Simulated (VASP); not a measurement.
# SiC3 (P-6m2) in VASP: notebook, part 2 of 2

VASP 6.6.1. Earlier steps stand in the parts before.

### Step 3. Single point, PBE, collinear spin, ferromagnetic start

This run uses another cell than the first one, of 8.93 Å³/atom, 0.666 times its volume.

INCAR

```
SYSTEM = SiC3
PREC     = Accurate       ! precision mode
ENCUT    = 520            ! plane-wave cutoff, eV
EDIFF    = 1E-6           ! SCF threshold, eV
ISMEAR   = 0              ! smearing method
SIGMA    = 0.1            ! smearing width, eV
LREAL    = .False.        ! projectors in reciprocal space
LASPH    = .True.         ! aspherical terms in the spheres
NELM     = 150            ! most SCF steps
ALGO     = Normal         ! electronic algorithm
ISIF     = 2              ! what is computed and relaxed
LWAVE    = .False.        ! write WAVECAR
LCHARG   = .False.        ! write CHGCAR
ISPIN    = 2              ! spin polarisation
MAGMOM   = 0 1 1 1        ! initial moments
LORBIT   = 11             ! projections on sites
GGA      = PE             ! functional
NBANDS   = 20             ! bands
```

KPOINTS

```
regular mesh
0
Gamma
  6 6 4
  0 0 0
```

POSCAR

```
SiC3
1.0
    2.5136656060      0.0000000000      0.0000000000
   -1.2568328030      2.1768982714      0.0000000000
    0.0000000000      0.0000000000      6.5247040459
Si C
1 3
Direct
    0.3333333333      0.6666666667      0.5000000000
    0.3333333333      0.6666666667      0.0000000000
    0.6666666667      0.3333333333      0.1315508565
    0.6666666667      0.3333333333      0.8684491435
```

Potentials or basis: VASP PAW PBE potentials, release 64 (Si, C).

Started as:

```
$ cat potpaw_PBE.64/Si/POTCAR potpaw_PBE.64/C/POTCAR > POTCAR
$ mpirun -np 1 vasp_std > vasp.out
```

OUTCAR:

```text
SYSTEM = SiC3
   PREC = Accurate
   ENCUT = 520
   EDIFF = 1E-6
   ISMEAR = 0
   LREAL = .False.
   LASPH = .True.
   NELM = 150
   ISIF = 2
   ISPIN = 2
   LORBIT = 11
   GGA = PE

 ion  position               nearest neighbor table
   1  0.333  0.667  0.500-
   2  0.333  0.667  0.000-   3 1.69   4 1.69   3 1.69   4 1.69   3 1.69   4 1.69
   3  0.667  0.333  0.132-   2 1.69   2 1.69   2 1.69   4 1.72
   4  0.667  0.333  0.868-   2 1.69   2 1.69   2 1.69   3 1.72

  LATTYP: Found a hexagonal cell.
 ALAT       =     2.5136656060
 C/A-ratio  =     2.5956929316

  Lattice vectors:

 A1 = (   2.5136656060,   0.0000000000,   0.0000000000)
 A2 = (  -1.2568328030,   2.1768982714,   0.0000000000)
 A3 = (   0.0000000000,   0.0000000000,   6.5247040459)

Analysis of symmetry for initial positions (statically):
=====================================================================
 Subroutine PRICEL returns:
 Original cell was already a primitive cell.

 Routine SETGRP: Setting up the symmetry group for a
 hexagonal supercell.

[... 1164 lines left out ...]
  Direction    XX          YY          ZZ          XY          YZ          ZX
  --------------------------------------------------------------------------------------
  -------------------------------------------------------------------------------------
  Total        0.0414528      0.0414528      0.0470146      0.0000000      0.0000000      0.0000000
  in kB        1.8601915      1.8601915      2.1097795      0.0000000      0.0000000      0.0000000
  external PRESSURE =       1.9433875 kB  Pullay stress =       0.0000000 kB

 VOLUME and BASIS-vectors are now :
 -----------------------------------------------------------------------------
  energy-cutoff  :      520.00
  volume of cell :       35.70
      direct lattice vectors                 reciprocal lattice vectors
     2.513665606  0.000000000  0.000000000     0.397825390  0.229684596  0.000000000
    -1.256832803  2.176898271  0.000000000     0.000000000  0.459369192  0.000000000
     0.000000000  0.000000000  6.524704046     0.000000000  0.000000000  0.153263657

 POSITION                                       TOTAL-FORCE (eV/Angst)
 -----------------------------------------------------------------------------------
     -0.00000      1.45127      3.26235         0.000000     -0.000000     -0.000000
     -0.00000      1.45127      0.00000        -0.000000      0.000000     -0.000000
      1.25683      0.72563      0.85833         0.000000      0.000000      0.044337
      1.25683      0.72563      5.66637        -0.000000     -0.000000     -0.044337
 -----------------------------------------------------------------------------------
    total drift:                               -0.000000      0.000000      0.000000

  FREE ENERGIE OF THE ION-ELECTRON SYSTEM (eV)
  ---------------------------------------------------
  free  energy   TOTEN  =       -24.3418360170 eV

  energy  without entropy=      -24.3348178255  energy(sigma->0) =      -24.33832692

 total charge

# of ion       s       p       d       tot
------------------------------------------
    1        0.868   0.689   0.000   1.556
    2        0.795   1.567   0.000   2.362
    3        0.946   1.352   0.000   2.297
    4        0.946   1.352   0.000   2.297
--------------------------------------------------
tot          3.555   4.958   0.000   8.513

 magnetization (x)

# of ion       s       p       d       tot
------------------------------------------
    1       -0.000  -0.000   0.000  -0.000
    2       -0.000  -0.000   0.000  -0.000
    3       -0.000   0.000   0.000   0.000
    4       -0.000   0.000   0.000   0.000
--------------------------------------------------
tot         -0.000  -0.000   0.000  -0.000
```

OSZICAR:

```text
N       E                     dE             d eps       ncg     rms          rms(c)
DAV:   1     0.270742496557E+02    0.27074E+02   -0.71125E+03  1688   0.704E+02
DAV:   2    -0.216881905283E+02   -0.48762E+02   -0.44729E+02  2304   0.144E+02
DAV:   3    -0.235939920051E+02   -0.19058E+01   -0.18777E+01  2064   0.228E+01
DAV:   4    -0.236031880068E+02   -0.91960E-02   -0.91932E-02  2040   0.196E+00
DAV:   5    -0.236032236431E+02   -0.35636E-04   -0.35636E-04  2116   0.122E-01    0.896E+00
DAV:   6    -0.241832133511E+02   -0.57999E+00   -0.56128E-01  2036   0.420E+00    0.378E+00
DAV:   7    -0.243443678894E+02   -0.16115E+00   -0.34835E-01  1944   0.307E+00    0.150E+00
DAV:   8    -0.243403274411E+02    0.40404E-02   -0.28106E-02  2012   0.110E+00    0.688E-01
DAV:   9    -0.243418374992E+02   -0.15101E-02   -0.39356E-03  1884   0.468E-01    0.343E-01
DAV:  10    -0.243417396895E+02    0.97810E-04   -0.34820E-04  2024   0.124E-01    0.848E-02
DAV:  11    -0.243418199927E+02   -0.80303E-04   -0.14079E-04  1944   0.858E-02    0.388E-02
DAV:  12    -0.243418326376E+02   -0.12645E-04   -0.16838E-05  2000   0.293E-02    0.144E-02
DAV:  13    -0.243418354896E+02   -0.28519E-05   -0.25170E-06  1848   0.997E-03    0.538E-03
DAV:  14    -0.243418360170E+02   -0.52738E-06   -0.38844E-07  1308   0.407E-03
   1 F= -.24341836E+02 E0= -.24338327E+02  d E =-.701819E-02  mag=    -0.0004
```

Run time: 16 s. Hardware: 1 thread of Intel Xeon 6975P-C (Granite Rapids), shared host; peak memory 0.17 GiB.

What came out:

```
Free energy                                           : -24.3418 eV
Pressure                                              : 0.2 GPa
Largest force                                         : 0.044 eV/Å
Band gap on the k mesh                                : zero (filled and empty bands overlap)
Net moment                                            : 0.00 μB per cell
Valence electrons inside the program's atomic spheres : Si 1.56; C 2.36, 2.30
```

Forces on the atoms (eV/Å):
```
Si   0.000  0.000  0.000
C    0.000  0.000  0.000
C    0.000  0.000  0.044
C    0.000  0.000 -0.044
```

Levels at points of the mesh, in eV from the Fermi level:
Spin up:
```
           k point  band 5  band 6  band 7  band 8  band 9  band 10  band 11  band 12
(0.00, 0.00, 0.00)   -4.27   -3.33   -3.33    3.79    3.79     4.47     4.73     4.73
(0.50, 0.00, 0.00)   -6.63   -6.48   -5.35   -1.49    1.69     1.78     2.48     3.98
(0.00, 0.00, 0.50)   -3.33   -3.33    0.61    0.93    3.78     3.78     4.73     4.73
(0.50, 0.00, 0.50)   -6.68   -4.77   -4.63   -3.64    0.92     1.75     2.98     5.14
```
Spin down:
```tsv
k point	band 4	band 5	band 6	band 7	band 8	band 9	band 10	band 11	band 12	band 13
(0.00, 0.00, 0.00)	-5.24	-4.28	-3.33	-3.33	3.79	3.79	4.47	4.73	4.73	4.85
(0.50, 0.00, 0.00)	-6.68	-6.63	-6.48	-5.35	-1.49	1.69	1.78	2.48	3.98	6.10
(0.00, 0.00, 0.50)	-8.17	-3.33	-3.33	0.61	0.93	3.78	3.78	4.73	4.73	4.99
(0.50, 0.00, 0.50)	-7.34	-6.68	-4.77	-4.63	-3.64	0.92	1.75	2.98	5.14	6.94
```

Caveat: the k points lie up to 0.48 Å⁻¹ apart.
